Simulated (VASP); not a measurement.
Wanted: the native input for a VASP 6.6.1 run.

* Task: single point
* Functional: PBE
* Dispersion: D3(BJ)
* Potentials or basis: VASP PAW PBE potentials, release 64 (W_sv, S)
* Cutoff: 520 eV
* k mesh: 10 × 10 × 3
* Occupations: gaussian, width 0.05 eV
* Spin: no spin polarisation
* Dipole correction: no
* Further INCAR settings: ALGO = Normal; EDIFF = 1e-06; NBANDS = 35

The structure of WS2 lies in POSCAR:

```
WS2
1.0
   -3.1542061832      0.0000000000      0.0000000000
   -1.5771030916     -2.7316226834      0.0000000000
    0.0000000000      0.0000000000     13.1399091344
W S
2 4
Direct
    0.3333333333      0.3333333333      0.2309739932
    0.6666666667      0.6666666667      0.6929219797
    0.3333333333      0.3333333333      0.5730810501
    0.6666666667      0.6666666667      0.1111330636
    0.3333333333      0.3333333333      0.8127629094
    0.6666666667      0.6666666667      0.3508149229
```

The input as run:

INCAR

```
SYSTEM = WS2
PREC = Accurate ; ENCUT = 520
EDIFF = 1E-6 ; ISMEAR = 0
SIGMA = 0.05 ; LREAL = .FALSE.
LASPH = .TRUE. ; NELM = 100
ALGO = Normal ; ISIF = 2
LWAVE = .FALSE. ; LCHARG = .FALSE.
GGA = PE ; IVDW = 12
NBANDS = 35
```

KPOINTS

```
regular mesh
0
G
  10 10 3
  0 0 0
```

Potentials or basis: VASP PAW PBE potentials, release 64 (W_sv, S).

Run with:

```sh
$ cat potpaw_PBE.64/W_sv/POTCAR potpaw_PBE.64/S/POTCAR > POTCAR
$ mpirun -np 1 vasp_std > vasp.out
```

Results of the run:

```yaml
Pressure: -0.2 GPa
Largest_force: 0.128 eV/Å
Band_gap_on_the_k_mesh: 1.27 eV, indirect (least direct gap 2.20 eV)
Dispersion_energy_per_atom: -0.404 eV
```

Caveat: spin-orbit coupling is left out, which moves the levels of the heavy elements.

It took 68 s on 1 thread of Intel(R) Xeon(R) 6975P-C (Granite Rapids), with other jobs on the host, peak memory 0.29 GiB.
